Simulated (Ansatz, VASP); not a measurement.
## Two plane-wave programs on Si3B4

```
Si B
1.0
     4.30176   -1.59990    0.00134
     4.30176    1.59990    0.00134
    -1.23964    0.00000    5.44751
Si B
3 4
Direct
  0.82849 0.82849 0.91077
  0.17151 0.17151 0.08923
  0.50000 0.50000 0.50000
  0.56543 0.56543 0.89458
  0.43457 0.43457 0.10542
  0.22261 0.22261 0.45040
  0.77739 0.77739 0.54960
```

Change from the starting cell: species swapped into the Fe3Se4 type (C2/m, No. 12).

Alike in both runs: functional PBE; k mesh 10 × 10 × 6; occupations gaussian, width 0.1 eV; no spin polarisation.

Ansatz relaxed the structure, and its values are those at the end. VASP's run is a single point on that final structure, the one shown.

|  | VASP | Ansatz |
| --- | --- | --- |
| version | VASP 6.6.1 | Ansatz 0.2.0 |
| potentials or method | VASP PAW PBE potentials, release 64 (Si, B), cutoff 520 eV | scalar-relativistic, plane waves, PAW |
| valence electrons in the cell | 24 | 24 |

|  | VASP | Ansatz | Ansatz less VASP |
| --- | --- | --- | --- |
| gap on the k mesh at the Fermi level (eV) | none | none | - |
| pressure (GPa) | 0.0 | 0.0 | +0.05 |
| rms of the force components (eV/Å) | 0.006 | 0.000 | -0.0054 |

A gap of «none» marks a metal or a gap that the smearing closes. The functional is the same, so the differences come from potentials, cutoffs and numerics.
